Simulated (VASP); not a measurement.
**Ta: electric field gradients with PBEsol**

The system is Ta.

```
CELL_PARAMETERS angstrom
-1.66779 1.66779 1.65128
1.66779 -1.66779 1.65128
1.66779 1.66779 -1.65128
ATOMIC_POSITIONS crystal
Ta 0.00000 0.00000 0.00000
```

This cell differs from its parent crystal: equal xx and yy strain of +1 %.

```json
{"Program": "VASP 6.6.1", "Task": "electric field gradients", "Functional": "PBEsol", "Potentials or basis": "VASP PAW PBE potentials, release 64 (Ta_pv)", "Cutoff": "400 eV", "k mesh": "15 × 15 × 15", "Occupations": "fermi-dirac, width 0.05 eV", "Spin": "no spin polarisation", "Dipole correction": "no", "Further INCAR settings": "ALGO = Normal; EDIFF = 1e-08; NBANDS = 12"}
```

- Pressure: -7.6 GPa

Stress tensor (GPa, compression positive):
```
-7.95  0.00  0.00
 0.00 -7.95  0.00
 0.00  0.00 -6.94
```

Levels at points of the mesh, in eV from the Fermi level:
```csv
k point,band 1,band 2,band 3,band 4,band 5,band 6,band 7,band 8,band 9,band 10
"(0.00, 0.00, 0.00)",-33.10,-33.10,-33.10,-7.85,0.64,0.77,0.77,3.84,4.01,14.60
```

Electric field gradients, principal values (V/Å²):
| atom | least | middle | greatest (by size) |
| --- | --- | --- | --- |
| 1 Ta | 2.505 | 2.507 | -5.012 |

Run time: 27 s on 1 thread of Intel Xeon 6975P-C (shared host), peak memory 0.16 GiB.

Caveat: the cell differs from its parent crystal (equal xx and yy strain of +1 %); without QUAD_EFG the Cq values of the log hold for a quadrupole moment of 1 mb, not for the nuclei; the PAW data sets were made with another functional, which shifts forces and pressure a little; spin-orbit coupling is left out, which moves the levels of the heavy elements.
